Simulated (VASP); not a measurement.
# ZrO (P4_2/mmc) in VASP: density of states with PBE

Aim: the density of states of ZrO with PBE.

All numbers are computed with VASP 6.6.1; they aren't measurements. Logs are shortened: lines on timing, memory, paths and dates and some standing lists are left out, and cuts for length are marked.

### Step 1. The cell of the first run

Symmetry: P4_2/mmc, No. 131, tetragonal system. Conventional cell: a = 3.199 Å, b = 3.199 Å, c = 5.986 Å, α = 90.00°, β = 90.00°, γ = 90.00°. Within 2.9 Å of Zr (site symmetry -4m2) lie 4 O at 2.19 Å. O (site symmetry mmm) has 4 Zr at 2.19 Å within 2.9 Å.

### Step 2. Density of states, PBE

The input, POSCAR:

```
ZrO
1.0
    3.1987260466      0.0000000000      0.0000000000
    0.0000000000      3.1987260466      0.0000000000
    0.0000000000      0.0000000000      5.9857488605
Zr O
2 2
Direct
    0.5000000000      0.5000000000      0.2500000000
    0.5000000000      0.5000000000      0.7500000000
    0.0000000000      0.5000000000      0.0000000000
    0.5000000000      0.0000000000      0.5000000000
```

The input, INCAR.step1:

```
SYSTEM = ZrO
  ALGO = Normal
  EDIFF = 1E-6
  ENCUT = 520
  GGA = PE
  ISIF = 2
  ISMEAR = 0
  LASPH = .TRUE.
  LCHARG = .TRUE.
  LMAXMIX = 4
  LREAL = .FALSE.
  LWAVE = .FALSE.
  NBANDS = 26
  NELM = 100
  PREC = Accurate
  SIGMA = 0.1
```

The input, KPOINTS.step1:

```
k-points
0
G
  14 14 8
  0 0 0
```

The input, INCAR.step2:

```
SYSTEM = ZrO
  ALGO = Normal
  EDIFF = 1E-6
  ENCUT = 520
  GGA = PE
  ICHARG = 11
  ISIF = 2
  ISMEAR = -5
  LASPH = .TRUE.
  LCHARG = .FALSE.
  LMAXMIX = 4
  LORBIT = 11
  LREAL = .FALSE.
  LWAVE = .FALSE.
  NBANDS = 26
  NEDOS = 2001
  NELM = 100
  PREC = Accurate
  SIGMA = 0.1
```

The input, KPOINTS.step2:

```
k-points
0
G
  21 21 12
  0 0 0
```

Potentials or basis: VASP PAW PBE potentials, release 64 (Zr_sv, O).

On the command line:

```bash
> cat potpaw_PBE.64/Zr_sv/POTCAR potpaw_PBE.64/O/POTCAR > POTCAR
> cp INCAR.step1 INCAR
> cp KPOINTS.step1 KPOINTS
> mpirun -np 1 vasp_std > vasp.out
> cp INCAR.step2 INCAR
> cp KPOINTS.step2 KPOINTS
> mpirun -np 1 vasp_std > vasp.out
```

OUTCAR:

```text
SYSTEM = ZrO
   EDIFF = 1E-6
   ENCUT = 520
   GGA = PE
   ICHARG = 11
   ISIF = 2
   ISMEAR = -5
   LASPH = .TRUE.
   LORBIT = 11
   LREAL = .FALSE.
   NELM = 100
   PREC = Accurate

 ion  position               nearest neighbor table
   1  0.500  0.500  0.250-   3 2.19   4 2.19   4 2.19   3 2.19   2 2.99   2 2.99
   2  0.500  0.500  0.750-   3 2.19   4 2.19   4 2.19   3 2.19   1 2.99   1 2.99
   3  0.000  0.500  0.000-   1 2.19   2 2.19   1 2.19   2 2.19
   4  0.500  0.000  0.500-   1 2.19   2 2.19   1 2.19   2 2.19

  LATTYP: Found a simple tetragonal cell.
 ALAT       =     3.1987260466
 C/A-ratio  =     1.8712914996

  Lattice vectors:

 A1 = (   3.1987260466,   0.0000000000,   0.0000000000)
 A2 = (   0.0000000000,   3.1987260466,   0.0000000000)
 A3 = (   0.0000000000,   0.0000000000,   5.9857488605)

Analysis of symmetry for initial positions (statically):
=====================================================================
 Subroutine PRICEL returns:
 Original cell was already a primitive cell.

 Routine SETGRP: Setting up the symmetry group for a
 simple tetragonal supercell.

 Subroutine GETGRP returns: Found 16 space group operations
 (whereof  8 operations were pure point group operations)
 out of a pool of 16 trial point group operations.

The static configuration has the point symmetry D_2h.
 The point group associated with its full space group is D_4h.

Analysis of symmetry for dynamics (positions and initial velocities):
=====================================================================
 Subroutine PRICEL returns:
 Original cell was already a primitive cell.

 Routine SETGRP: Setting up the symmetry group for a
 simple tetragonal supercell.

 Subroutine GETGRP returns: Found 16 space group operations
 (whereof  8 operations were pure point group operations)
 out of a pool of 16 trial point group operations.

The dynamic configuration has the point symmetry D_2h.
 The point group associated with its full space group is D_4h.

 Subroutine INISYM returns: Found 16 space group operations
 (whereof  8 operations are pure point group operations),
 and found     1 'primitive' translations

----------------------------------------------------------------------------------------

                                     Primitive cell

  volume of cell :      61.2453

  direct lattice vectors                    reciprocal lattice vectors
     3.198726047  0.000000000  0.000000000     0.312624459  0.000000000  0.000000000
     0.000000000  3.198726047  0.000000000     0.000000000  0.312624459  0.000000000
[... 97 lines left out ...]
   ISIF   =      2    stress and relaxation
   ISYM   =      2    0-nonsym 1-usesym 2-fastsym
   POTIM  = 0.5000    time-step for ionic-motion
   TEBEG  =    0.0;   TEEND  =   0.0 temperature during run
   PSTRESS=    0.0 pullay stress
   NELECT =      36.0000    total number of electrons
   NUPDOWN=      -1.0000    fix difference up-down
   EMIN   =  10.00;   EMAX   =-10.00  energy-range for DOS
   EFERMI =   0.00;   METHOD = LEGACY
   ISMEAR =    -5;   SIGMA  =   0.10  broadening in eV -4-tet -1-fermi 0-gaus
   EFERMI_NEDOS =   21; number of points for ismear=-14 and -15
   IALGO  =     38    algorithm
   IMIX   =      4    mixing-type and parameters
     AMIX     =   0.40;   BMIX     =  1.00
     AMIX_MAG =   1.60;   BMIX_MAG =  1.00
  volume/ion in A,a.u.               =      15.31       103.33
  Fermi-wavevector in a.u.,A,eV,Ry     =   1.371360  2.591495 25.587500  1.880628
  Thomas-Fermi vector in A             =   2.497064
   LORBIT       =     11    0 simple, 1 ext, 2 COOP (PROOUT), +10 PAW based schemes
   GGA     = PE    functional components
   LHFCALC =     F    Hartree Fock is set to
   AEXX    =    0.0000 exact exchange contribution
   IVDW    =     0    specifies the selected vdW correction
   LEPSILON=     F    determine dielectric tensor
   LRPA    =     F    only Hartree local field effects (RPA)
 non-spin polarized calculation
 Fermi weights with tetrahedron method with Bloechl corrections
  energy-cutoff  :      520.00
  volume of cell :       61.25
 maximum number of plane-waves:      1676
 NGX is ok and might be reduce to    24

 number of electron      35.9999986 magnetization

 Free energy of the ion-electron system (eV)
  ---------------------------------------------------
  ext. energy  EPLUGINS =         0.00000000
  ---------------------------------------------------
  free energy    TOTEN  =       -34.68141412 eV

  energy without entropy =      -34.68141412  energy(sigma->0) =      -34.68141412

 E-fermi :   8.8014     XC(G=0): -11.0288

 val. band max:        8.8346718777   @ k =   0.4762   0.2381   0.5000
 cond. band min:       8.7400360742   @ k =   0.4762   0.4762   0.5000
 fundamental gap:     -0.0946358035
 Fermi energy:         8.8014235436

 k-point     1 :       0.0000    0.0000    0.0000
  band No.  band energies     occupation
      1     -40.9145      2.00000
      2     -40.7953      2.00000
      3     -19.9182      2.00000
      4     -18.7495      2.00000
      5     -18.7495      2.00000
      6     -18.6073      2.00000
[... 685 lines left out ...]
     25      12.4711      0.00000
     26      13.1814      0.00000

 [... further k-points ...]
[... 5 lines left out ...]
  --------------------------------------------------------------------------------------
  -------------------------------------------------------------------------------------
  Total       -0.0303483     -0.0303483      0.1474976     -0.0000000      0.0000000      0.0000000
  in kB       -0.7939131     -0.7939131      3.8585403     -0.0000000      0.0000000      0.0000000
  external PRESSURE =       0.7569047 kB  Pullay stress =       0.0000000 kB

 VOLUME and BASIS-vectors are now :
 -----------------------------------------------------------------------------
  energy-cutoff  :      520.00
  volume of cell :       61.25
      direct lattice vectors                 reciprocal lattice vectors
     3.198726047  0.000000000  0.000000000     0.312624459  0.000000000  0.000000000
     0.000000000  3.198726047  0.000000000     0.000000000  0.312624459  0.000000000
     0.000000000  0.000000000  5.985748861     0.000000000  0.000000000  0.167063474

 POSITION                                       TOTAL-FORCE (eV/Angst)
 -----------------------------------------------------------------------------------
      1.59936      1.59936      1.49644         0.000000      0.000000      0.000000
      1.59936      1.59936      4.48931        -0.000000     -0.000000      0.000000
      0.00000      1.59936      0.00000         0.000000      0.000000      0.000000
      1.59936      0.00000      2.99287         0.000000      0.000000      0.000000
 -----------------------------------------------------------------------------------
    total drift:                                0.000000     -0.000000     -0.000000

  FREE ENERGIE OF THE ION-ELECTRON SYSTEM (eV)
  ---------------------------------------------------
  free  energy   TOTEN  =       -34.6814141173 eV

  energy  without entropy=      -34.6814141173  energy(sigma->0) =      -34.68141412

 total charge

# of ion       s       p       d       tot
------------------------------------------
    1        2.152   5.998   1.702   9.852
    2        2.152   5.998   1.702   9.852
    3        1.568   3.428   0.000   4.997
    4        1.568   3.428   0.000   4.997
--------------------------------------------------
tot          7.441  18.853   3.404  29.698
```

OUTCAR.step1:

```text
SYSTEM = ZrO
   EDIFF = 1E-6
   ENCUT = 520
   GGA = PE
   ISIF = 2
   ISMEAR = 0
[... 928 lines left out ...]
      1.59936      1.59936      1.49644        -0.000000      0.000000     -0.000000
      1.59936      1.59936      4.48931         0.000000     -0.000000      0.000000
      0.00000      1.59936      0.00000        -0.000000     -0.000000      0.000000
      1.59936      0.00000      2.99287        -0.000000     -0.000000      0.000000
 -----------------------------------------------------------------------------------
    total drift:                                0.000000     -0.000000     -0.000000

  FREE ENERGIE OF THE ION-ELECTRON SYSTEM (eV)
  ---------------------------------------------------
  free  energy   TOTEN  =       -34.6886369817 eV

  energy  without entropy=      -34.6718415661  energy(sigma->0) =      -34.68023927
```

OSZICAR.step1:

```text
N       E                     dE             d eps       ncg     rms          rms(c)
DAV:   1     0.330890292440E+03    0.33089E+03   -0.19984E+04  9376   0.139E+03
DAV:   2    -0.140845386694E+02   -0.34497E+03   -0.33558E+03 11066   0.398E+02
DAV:   3    -0.384054101348E+02   -0.24321E+02   -0.23949E+02 15048   0.929E+01
DAV:   4    -0.396490862922E+02   -0.12437E+01   -0.12395E+01 13110   0.172E+01
DAV:   5    -0.396756000991E+02   -0.26514E-01   -0.26509E-01 13298   0.210E+00    0.246E+01
DAV:   6    -0.350504910224E+02    0.46251E+01   -0.25272E+01 11402   0.322E+01    0.113E+01
DAV:   7    -0.347372650330E+02    0.31323E+00   -0.28609E+00 11834   0.993E+00    0.780E+00
DAV:   8    -0.346943364528E+02    0.42929E-01   -0.32571E-01 10952   0.427E+00    0.168E+00
DAV:   9    -0.346879960171E+02    0.63404E-02   -0.41881E-02 12186   0.144E+00    0.599E-01
DAV:  10    -0.346887733698E+02   -0.77735E-03   -0.38053E-03 11764   0.482E-01    0.309E-01
DAV:  11    -0.346886505830E+02    0.12279E-03   -0.11362E-03 11288   0.255E-01    0.775E-02
DAV:  12    -0.346886371618E+02    0.13421E-04   -0.94335E-05 11254   0.778E-02    0.638E-03
DAV:  13    -0.346886369817E+02    0.18011E-06   -0.48660E-06 12030   0.157E-02
   1 F= -.34688637E+02 E0= -.34680239E+02  d E =-.167954E-01
```

Wall time 5.2 min (1 thread of Intel Xeon Platinum 8375C at 2.90GHz (Ice Lake), shared host); peak memory 0.66 GiB.

Results:

```
Valence electrons inside the program's atomic spheres : Zr 9.85; O 5.00
```

Caveat: tetrahedron occupations give inexact forces and stress in metals.
